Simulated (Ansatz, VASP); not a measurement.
## Two plane-wave programs on S

File INCAR:

```
PREC     = Accurate       # precision mode
ENCUT    = 520            # plane-wave cutoff, eV
EDIFF    = 1E-6           # SCF threshold, eV
ISMEAR   = 0              # smearing method
SIGMA    = 0.15           # smearing width, eV
LREAL    = False          # projectors in reciprocal space
LASPH    = True           # aspherical terms in the spheres
NELM     = 80             # most SCF steps
ALGO     = Normal         # electronic algorithm
ISIF     = 2              # what is computed and relaxed
LWAVE    = False          # write WAVECAR
LCHARG   = False          # write CHGCAR
GGA      = CA             # functional
NBANDS   = 9              # bands
```

KPOINTS

```
regular mesh
0
Gamma
  22 22 22
```

File POSCAR:

```
S
1.0
    0.0000000000      1.9943503440      1.9943503440
    1.9943503440      0.0000000000      1.9943503440
    1.9943503440      1.9943503440      0.0000000000
S
1
Direct
    0.0000000000      0.0000000000      0.0000000000
```

Input for Ansatz:

```yaml
crystal:
  lattice:
    - [0.0, 1.994350344, 1.994350344]
    - [1.994350344, 0.0, 1.994350344]
    - [1.994350344, 1.994350344, 0.0]
  atoms:
    - { symbol: S, position: [0.0, 0.0, 0.0] }
basis:
  ecutwfc: 420
kpoints:
  mp_grid: { grid: [22, 22, 22] }
hamiltonian:
  xc: lda
scf:
  occupations: { method: gaussian, width: 0.15 }
output:
  forces: true
  stress: true
  eigenvalues: true
```

Alike in both runs: task single point; functional LDA; k mesh 22 × 22 × 22; occupations gaussian, width 0.15 eV; no spin polarisation.

```csv
,VASP,Ansatz
version,VASP 6.6.1,Ansatz 0.2.0
potentials or method,"VASP PAW LDA potentials, release 64 (S), cutoff 520 eV","scalar-relativistic, plane waves, PAW"
valence electrons in the cell,6,6
```

VASP gave:

```
gap on the k mesh at the Fermi level (eV) : none
pressure (GPa)                            : -6.6
```

Q: What did Ansatz give for the same quantities?

A: gap on the k mesh at the Fermi level (eV): none; pressure (GPa): -6.5.

LDA's correlation is that of Perdew and Zunger in VASP and of Perdew and Wang (1992) in Ansatz. A gap of «none» marks a metal or a gap that the smearing closes.
